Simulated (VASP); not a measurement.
# InSe (C2/m) in VASP: notebook, part 2 of 2

VASP 6.6.1. The steps go on from the part before.

## (3) Single point, PBEsol (24.50 Å³/atom)

This run uses another cell than the first one, of 24.50 Å³/atom.

INCAR

```
PREC     = Accurate       # precision mode
ENCUT    = 520            # plane-wave cutoff, eV
EDIFF    = 1E-6           # SCF threshold, eV
ISMEAR   = -1             # smearing method
SIGMA    = 0.02           # smearing width, eV
LREAL    = False          # projectors in reciprocal space
LASPH    = True           # aspherical terms in the spheres
NELM     = 60             # most SCF steps
ALGO     = Normal         # electronic algorithm
ISIF     = 2              # what is computed and relaxed
LWAVE    = False          # write WAVECAR
LCHARG   = False          # write CHGCAR
GGA      = PS             # functional
NBANDS   = 27             # bands
```

KPOINTS

```
regular mesh
0
Gamma
  7 7 6
```

POSCAR

```
InSe
1.0
    5.7481159493     -2.0130494534      0.0000000000
    5.7481159493      2.0130494534      0.0000000000
   -1.5667653981      0.0000000000      4.2353937546
In Se
2 2
Direct
    0.8840000000      0.8840000000      0.0050000000
    0.1160000000      0.1160000000      0.9950000000
    0.6600000000      0.6600000000      0.6420000000
    0.3400000000      0.3400000000      0.3580000000
```

Potentials or basis: VASP PAW PBE potentials, release 64 (In_d, Se).

Command:

```sh
cat potpaw_PBE.64/In_d/POTCAR potpaw_PBE.64/Se/POTCAR > POTCAR
mpirun -np 1 vasp_std > vasp.out
```

OUTCAR:

```text
PREC = Accurate
   ENCUT = 520
   EDIFF = 1E-6
   ISMEAR = -1
   LREAL = False
   LASPH = True
   NELM = 60
   ISIF = 2
   GGA = PS

 ion  position               nearest neighbor table
   1  0.884  0.884  0.005-   3 2.53   2 2.68   4 2.72   4 2.72   2 3.67   2 3.67
   2  0.116  0.116  0.995-   4 2.53   1 2.68   3 2.72   3 2.72   1 3.67   1 3.67
   3  0.660  0.660  0.642-   1 2.53   2 2.72   2 2.72
   4  0.340  0.340  0.358-   2 2.53   1 2.72   1 2.72

  LATTYP: Found a base centered monoclinic cell.
 ALAT       =    11.4962318986
 B/A-ratio  =     0.3502103074
 C/A-ratio  =     0.3928152938
 COS(beta)  =    -0.3469445484

  Lattice vectors:

 A1 = (   5.7481159493,  -2.0130494534,   0.0000000000)
 A2 = (   5.7481159493,   2.0130494534,   0.0000000000)
 A3 = (  -1.5667653981,   0.0000000000,   4.2353937546)

Analysis of symmetry for initial positions (statically):
=====================================================================
 Subroutine PRICEL returns:
 Original cell was already a primitive cell.

 Routine SETGRP: Setting up the symmetry group for a
 base centered monoclinic supercell.

[... 170 lines left out ...]
 E-fermi :   5.9441     XC(G=0): -10.0502

 val. band max:        5.5071894852   @ k =  -0.2857  -0.2857   0.3333
 cond. band min:       6.5322887987   @ k =   0.4286   0.4286   0.0000
 fundamental gap:      1.0250993135
 Fermi energy:         5.9440981262

 k-point     1 :       0.0000    0.0000    0.0000
  band No.  band energies     occupation
      1      -9.3488      2.00000
      2      -9.2720      2.00000
      3      -8.9048      2.00000
      4      -8.8902      2.00000
      5      -8.8330      2.00000
      6      -8.8261      2.00000
[... 709 lines left out ...]
     26      12.2708      0.00000
     27      13.1437      0.00000

 [... further k-points ...]

------------------------ aborting loop because EDIFF is reached ----------------------------------------

  FORCE on cell =-STRESS in cart. coord.  units (eV):
  Direction    XX          YY          ZZ          XY          YZ          ZX
  --------------------------------------------------------------------------------------
  -------------------------------------------------------------------------------------
  Total        4.5510770      1.2001991      1.8573586      0.0000000      0.0000000      1.8854269
  in kB       74.3911059     19.6182432     30.3600583      0.0000000      0.0000000     30.8188573
  external PRESSURE =      41.4564691 kB  Pullay stress =       0.0000000 kB

 VOLUME and BASIS-vectors are now :
 -----------------------------------------------------------------------------
  energy-cutoff  :      520.00
  volume of cell :       98.02
      direct lattice vectors                 reciprocal lattice vectors
     5.748115949 -2.013049453  0.000000000     0.086985023 -0.248379392  0.032177675
     5.748115949  2.013049453  0.000000000     0.086985023  0.248379392  0.032177675
    -1.566765398  0.000000000  4.235393755     0.000000000  0.000000000  0.236105557

 POSITION                                       TOTAL-FORCE (eV/Angst)
 -----------------------------------------------------------------------------------
     10.15484      0.00000      0.02118         0.094850      0.000000      0.573048
     -0.22537      0.00000      4.21422        -0.094850      0.000000     -0.573048
      6.58165      0.00000      2.71912        -0.900593      0.000000     -0.488038
      3.34782      0.00000      1.51627         0.900593      0.000000      0.488038
 -----------------------------------------------------------------------------------
    total drift:                               -0.000000     -0.000000      0.000000

  FREE ENERGIE OF THE ION-ELECTRON SYSTEM (eV)
  ---------------------------------------------------
  free  energy   TOTEN  =       -15.3788313603 eV

  energy  without entropy=      -15.3788313603  energy(sigma->0) =      -15.37883136
```

stdout:

```text
POSCAR found type information on POSCAR InSe
 POSCAR found :  2 types and       4 ions
 scaLAPACK will be used
 -----------------------------------------------------------------------------
|                                                                             |
|                                                                             |
|     You enforced a specific xc type in the INCAR file but a different       |
|     I HOPE YOU KNOW WHAT YOU ARE DOING!                                     |
|                                                                             |
 -----------------------------------------------------------------------------

 LDA part: xc-table for (Slater+PW92), standard interpolation
 POSCAR, INCAR and KPOINTS ok, starting setup
 FFT: planning ... GRIDC
 FFT: planning ... GRID_SOFT
 FFT: planning ... GRID
 WAVECAR not read
 entering main loop
```

Wall time 2.3 min (1 thread of AMD EPYC 9R45 (Zen 5), shared host); peak memory 0.37 GiB.

Results:

- Free energy: -15.3788 eV
- Pressure: 4.1 GPa
- Largest force: 1.024 eV/Å
- Band gap on the k mesh: 1.03 eV (least direct gap 1.35 eV)

Forces on the atoms (eV/Å):
```
In   0.095  0.000  0.573
In  -0.095  0.000 -0.573
Se  -0.901  0.000 -0.488
Se   0.901  0.000  0.488
```

Stress tensor (GPa, compression positive):
```
7.44 0.00 3.08
0.00 1.96 0.00
3.08 0.00 3.04
```

Levels at points of the mesh, in eV from the valence-band top:
```csv
k point,band 15,band 16,band 17,band 18,band 19,band 20,band 21,band 22,band 23,band 24
"(0.00, 0.00, 0.00)",-4.23,-3.07,-2.52,-1.97,-1.28,3.02,3.34,4.30,4.69,5.23
"(0.00, 0.00, 0.50)",-2.39,-1.79,-1.77,-1.28,-0.44,1.07,2.34,3.29,3.70,5.48
```

Caveat: the cell stands under pressure; the PAW data sets were made with another functional, which shifts forces and pressure a little; spin-orbit coupling is left out, which moves the levels of the heavy elements; an odd mesh through Γ misses points on the zone boundary, where band edges can lie.

## (4) Single point, PBEsol (25.03 Å³/atom)

This run uses another cell than the first one, of 25.03 Å³/atom.

INCAR

```
PREC = Accurate ; ENCUT = 520
EDIFF = 1E-7 ; ISMEAR = -1
SIGMA = 0.02 ; LREAL = F
LASPH = T ; NELM = 80
ALGO = Normal ; ISIF = 2
LWAVE = F ; LCHARG = T
GGA = PS ; LELF = T
LVHAR = T ; NBANDS = 27
```

KPOINTS is that of step 3.

POSCAR

```
InSe
1.0
    5.7885969728     -2.0272263251      0.0000000000
    5.7885969728      2.0272263251      0.0000000000
   -1.5777993207      0.0000000000      4.2652214539
In Se
2 2
Direct
    0.8840000000      0.8840000000      0.0050000000
    0.1160000000      0.1160000000      0.9950000000
    0.6600000000      0.6600000000      0.6420000000
    0.3400000000      0.3400000000      0.3580000000
```

Command:

```sh
cat potpaw_PBE.64/In_d/POTCAR potpaw_PBE.64/Se/POTCAR > POTCAR
mpirun -np 1 vasp_std > vasp.out
```

Wall time 2.5 min (1 thread of AMD EPYC 9R45 (Zen 5), shared host); peak memory 0.38 GiB.

The run converged. Its results:

```yaml
Free_energy: -15.4227 eV
Pressure: 2.6 GPa
Largest_force: 0.889 eV/Å
Band_gap_on_the_k_mesh: 0.98 eV (least direct gap 1.32 eV)
```

Forces on the atoms (eV/Å):
```
In  -0.002  0.000  0.552
In   0.002  0.000 -0.552
Se  -0.828  0.000 -0.324
Se   0.828  0.000  0.324
```

Stress tensor (GPa, compression positive):
```
5.37 0.00 2.76
0.00 0.65 0.00
2.76 0.00 1.64
```

Levels at points of the mesh, in eV from the valence-band top:
```
           k point  band 17  band 18  band 19  band 20  band 21  band 22
(0.00, 0.00, 0.00)    -2.44    -1.90    -1.23     2.94     3.37     4.30
(0.00, 0.00, 0.50)    -1.71    -1.23    -0.43     1.06     2.31     3.30
```

Caveat: the PAW data sets were made with another functional, which shifts forces and pressure a little; spin-orbit coupling is left out, which moves the levels of the heavy elements; an odd mesh through Γ misses points on the zone boundary, where band edges can lie.

## (5) Single point, PBEsol (25.55 Å³/atom)

This run uses another cell than the first one, of 25.55 Å³/atom.

INCAR

```
SYSTEM = InSe
  PREC = Accurate
  ENCUT = 520
  EDIFF = 1E-7
  ISMEAR = -1
  SIGMA = 0.02
  LREAL = .FALSE.
  LASPH = .TRUE.
  NELM = 80
  ALGO = Normal
  ISIF = 2
  LWAVE = .FALSE.
  LCHARG = .FALSE.
  GGA = PS
  NBANDS = 27
```

KPOINTS

```
Automatic mesh
0
G
  7 7 6
  0 0 0
```

POSCAR

```
InSe
1.0
    5.8285195928     -2.0412076381      0.0000000000
    5.8285195928      2.0412076381      0.0000000000
   -1.5886810392      0.0000000000      4.2946377038
In Se
2 2
Direct
    0.8840000000      0.8840000000      0.0050000000
    0.1160000000      0.1160000000      0.9950000000
    0.6600000000      0.6600000000      0.6420000000
    0.3400000000      0.3400000000      0.3580000000
```

Command:

```sh
cat potpaw_PBE.64/In_d/POTCAR potpaw_PBE.64/Se/POTCAR > POTCAR
mpirun -np 1 vasp_std > vasp.out
```

Wall time 2.5 min (1 thread of AMD EPYC 9R45 (Zen 5), shared host); peak memory 0.38 GiB.

Results (log left out):

```yaml
Free_energy: -15.4472 eV
Pressure: 1.2 GPa
Largest_force: 0.781 eV/Å
Band_gap_on_the_k_mesh: 0.93 eV (least direct gap 1.29 eV)
```

Forces on the atoms (eV/Å):
```
In  -0.091  0.000  0.533
In   0.091  0.000 -0.533
Se  -0.761  0.000 -0.173
Se   0.761  0.000  0.173
```

Stress tensor (GPa, compression positive):
```
 3.54  0.00  2.46
 0.00 -0.49  0.00
 2.46  0.00  0.42
```

Levels at points of the mesh, in eV from the valence-band top:
```csv
k point,band 16,band 17,band 18,band 19,band 20,band 21,band 22,band 23
"(0.00, 0.00, 0.00)",-2.89,-2.36,-1.83,-1.18,2.85,3.41,4.30,4.62
"(0.00, 0.00, 0.50)",-1.67,-1.66,-1.19,-0.41,1.04,2.28,3.31,3.61
```

Caveat: the PAW data sets were made with another functional, which shifts forces and pressure a little; spin-orbit coupling is left out, which moves the levels of the heavy elements; an odd mesh through Γ misses points on the zone boundary, where band edges can lie.

## (6) Summary

| cell | gap on the mesh (eV) | pressure (GPa) | largest force (eV/Å) |
| --- | --- | --- | --- |
| a = 6.404, b = 6.404, c = 4.627 Å, angles 109.6, 109.6, 38.6°, 4 atoms | 0.68 | -3.2 | 0.60 |
| a = 6.090, b = 6.090, c = 4.516 Å, angles 109.1, 109.1, 38.6°, 4 atoms | 1.03 | 4.1 | 1.02 |
| a = 6.133, b = 6.133, c = 4.548 Å, angles 109.1, 109.1, 38.6°, 4 atoms | 0.98 | 2.6 | 0.89 |
| a = 6.176, b = 6.176, c = 4.579 Å, angles 109.1, 109.1, 38.6°, 4 atoms | 0.93 | 1.2 | 0.78 |

Alike in all rows: task single point; level PBEsol; potentials or basis VASP PAW PBE potentials, release 64 (In_d, Se); no spin polarisation; k mesh 7 × 7 × 6; cutoff (eV) 520; smearing fermi-dirac 0.02 eV.

Caveats: the PAW data sets were made with another functional, which shifts forces and pressure a little; spin-orbit coupling is left out, which moves the levels of the heavy elements; an odd mesh through Γ misses points on the zone boundary, where band edges can lie; the cell stands under tension (at least some runs); the cell stands under pressure (at least some runs).

Total energies depend on the potentials used, so only differences within one code and one set of settings carry meaning.
